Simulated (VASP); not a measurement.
A run of VASP 6.6.1 is set up as follows.

File POSCAR:

```
NaH
1.0
    0.0000000000      2.5969210544      2.5969210544
    2.7433874019      0.0000000000      2.5969210544
    2.7433874019      2.5969210544      0.0000000000
Na H
1 1
Direct
    0.0000000000      0.0000000000      0.0000000000
    0.2500000000      0.2500000000      0.2500000000
```

INCAR.step1

```
PREC = Accurate
ENCUT = 520
EDIFF = 1E-5
ISMEAR = 0
SIGMA = 0.01
LREAL = F
LASPH = T
NELM = 60
ALGO = Normal
ISIF = 2
LWAVE = T
LCHARG = F
NBANDS = 11
GGA = PE
```

The input INCAR.step2:

```
PREC = Accurate
ENCUT = 520
EDIFF = 1E-7
ISMEAR = 0
SIGMA = 0.01
LREAL = F
LASPH = T
NELM = 60
ALGO = Normal
ISIF = 2
LWAVE = F
LCHARG = F
GGA = PE
LHFCALC = T
HFSCREEN = 0.2079
PRECFOCK = Normal
NBANDS = 11
ISTART = 1
```

The input KPOINTS:

```
Automatic mesh
0
Gamma
  6 6 6
```

Potentials or basis: VASP PAW PBE potentials, release 64 (Na_pv, H).

Command:

```bash
$ cat potpaw_PBE.64/Na_pv/POTCAR potpaw_PBE.64/H/POTCAR > POTCAR
$ cp INCAR.step1 INCAR
$ mpirun -np 1 vasp_std > vasp.out
$ cp INCAR.step2 INCAR
$ mpirun -np 1 vasp_std > vasp.out
```

Q: Estimate the pressure.

A: -0.9 GPa.

Q: Estimate the band gap on the k mesh.

A: 4.51 eV, indirect (least direct gap 5.28 eV).

Stress tensor (GPa, compression positive):
```
-1.17  0.00  0.00
 0.00 -0.71  0.00
 0.00  0.00 -0.71
```

Caveat: the cell differs from its parent crystal (uniaxial x strain +5.6%); the PAW data sets were made with another functional, which shifts forces and pressure a little. A k mesh can miss the band edges.
